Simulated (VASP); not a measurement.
A run of VASP 6.6.1:

INCAR

```
  PREC = Accurate
  ENCUT = 520
  EDIFF = 1E-6
  ISMEAR = 0
  SIGMA = 1.0
  LREAL = F
  LASPH = T
  NELM = 100
  ALGO = Normal
  ISIF = 2
  LWAVE = F
  LCHARG = F
  GGA = CA
  NBANDS = 21
```

The input KPOINTS:

```
Automatic mesh
0
Gamma
  13 13 8
```

Contents of POSCAR:

```
Ru
1.0
    2.6775346364      0.0000000000      0.0000000000
   -1.3387673182      2.3188130146      0.0000000000
    0.0000000000      0.0000000000      4.2181251212
Ru
2
Direct
    0.3333333333      0.6666666667      0.2500000000
    0.6666666667      0.3333333333      0.7500000000
```

Potentials or basis: VASP PAW LDA potentials, release 64 (Ru_pv).

Launch:

```console
$ cat potpaw_LDA.64/Ru_pv/POTCAR > POTCAR
$ mpirun -np 1 vasp_std > vasp.out
```

Hardware: 1 thread of AMD EPYC 7R13 (shared host).

**Question.** How long does it take, and how much memory?

**Answer.** Wall time 51 s on 1 thread of AMD EPYC 7R13, with other jobs on the host, peak memory 0.13 GiB. Counts: scf iterations 11, k points 105.
